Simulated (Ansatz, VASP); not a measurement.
## Two plane-wave programs on TiClF

Contents of INCAR:

```
SYSTEM = TiClF
PREC = Accurate
ENCUT = 520
EDIFF = 1E-6
ISMEAR = 0
SIGMA = 0.1
LREAL = .FALSE.
LASPH = .TRUE.
NELM = 150
ALGO = Normal
ISIF = 2
LWAVE = .FALSE.
LCHARG = .TRUE.
ISPIN = 2
MAGMOM = 1 0 0
LORBIT = 11
LMAXMIX = 4
GGA = PE
LELF = .TRUE.
LVHAR = .TRUE.
NBANDS = 24
```

Contents of KPOINTS:

```
Automatic mesh
0
G
  6 6 4
  0 0 0
```

POSCAR

```
TiClF
1.0
    3.9600669900      0.0000000000      0.0000000000
   -1.9800334900      3.4295186100      0.0000000000
    0.0000000000      0.0000000000      4.7262081600
Ti Cl F
1 1 1
Direct
    0.3333333300      0.6666666700      0.5000000000
    0.0000000000      0.0000000000      0.0000000000
    0.6666666700      0.3333333300      0.5000000000
```

Input for Ansatz:

```yaml
crystal:
  lattice:
    - [3.96006699, 0.0, 0.0]
    - [-1.98003349, 3.42951861, 0.0]
    - [0.0, 0.0, 4.72620816]
  atoms:
    - { symbol: Ti, position: [0.33333333, 0.66666667, 0.5], spin: 1.0 }
    - { symbol: Cl, position: [0.0, 0.0, 0.0] }
    - { symbol: F, position: [0.66666667, 0.33333333, 0.5] }
basis:
  ecutwfc: 420
kpoints:
  mp_grid: { grid: [6, 6, 4] }
hamiltonian:
  xc: pbe
scf:
  occupations: { method: gaussian, width: 0.1 }
  lower_state_search: "off"
output:
  forces: true
  stress: true
  eigenvalues: true
  populations: true
magnetization:
  spin_polarized: true
```

Change from the starting cell: species swapped into the SrSiNi type (P-6m2, No. 187).

Alike in both runs: task single point; functional PBE; k mesh 6 × 6 × 4; occupations gaussian, width 0.1 eV; collinear spin.

|  | VASP | Ansatz |
| --- | --- | --- |
| version | VASP 6.6.1 | Ansatz 0.2.0 |
| potentials or method | VASP PAW PBE potentials, release 64 (Ti_sv, Cl, F), cutoff 520 eV | scalar-relativistic, plane waves, PAW |
| valence electrons in the cell | 26 | 26 |

VASP gave:

* gap on the k mesh at the Fermi level (eV): none
* pressure (GPa): -10.0
* traceless stress, the component that is largest in VASP (GPa): 0.83
* net moment per atom (μB): 0.67
* size of the moment on the site where the two differ most (μB): 1.68

Problem. What did Ansatz give for the same quantities?

Solution. gap on the k mesh at the Fermi level (eV): none; pressure (GPa): -10.0; traceless stress, the component that is largest in VASP (GPa): 1.62; net moment per atom (μB): 0.67; size of the moment on the site where the two differ most (μB): 1.51.

Site moments also hang on the region over which each program counts them. A gap of «none» marks a metal or a gap that the smearing closes.
